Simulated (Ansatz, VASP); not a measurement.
## Si3N4: VASP beside Ansatz

```
CELL_PARAMETERS angstrom
-3.23735 3.23735 3.23735
3.23735 -3.23735 3.23735
3.23735 3.23735 -3.23735
ATOMIC_POSITIONS crystal
Si 0.25000 0.12500 0.87500
Si 0.87500 0.25000 0.12500
Si 0.75000 0.37500 0.62500
Si 0.62500 0.75000 0.37500
Si 0.12500 0.87500 0.25000
Si 0.37500 0.62500 0.75000
N 0.56280 0.56280 0.56280
N 0.43720 0.50000 0.00000
N 0.50000 0.00000 0.93720
N 0.00000 0.43720 0.50000
N 0.93720 0.50000 0.00000
N 0.06280 0.06280 0.06280
N 0.00000 0.93720 0.50000
N 0.50000 0.00000 0.43720
```

Alike in both runs: task single point; functional r2SCAN; k mesh 4 × 4 × 4; no spin polarisation.

|  | VASP | Ansatz |
| --- | --- | --- |
| version | VASP 6.6.1 | Ansatz 0.2.0 |
| potentials or method | VASP PAW PBE potentials, release 64 (Si, N), cutoff 520 eV | plane waves, PAW |
| occupations | gaussian, width 0.01 eV | fixed |
| valence electrons in the cell | 64 | 64 |

|  | VASP | Ansatz | Ansatz less VASP |
| --- | --- | --- | --- |
| gap on the k mesh at the Fermi level (eV) | 4.73 | 4.73 | +0.006 |

VASP's potentials were made for PBE, not for r2SCAN.
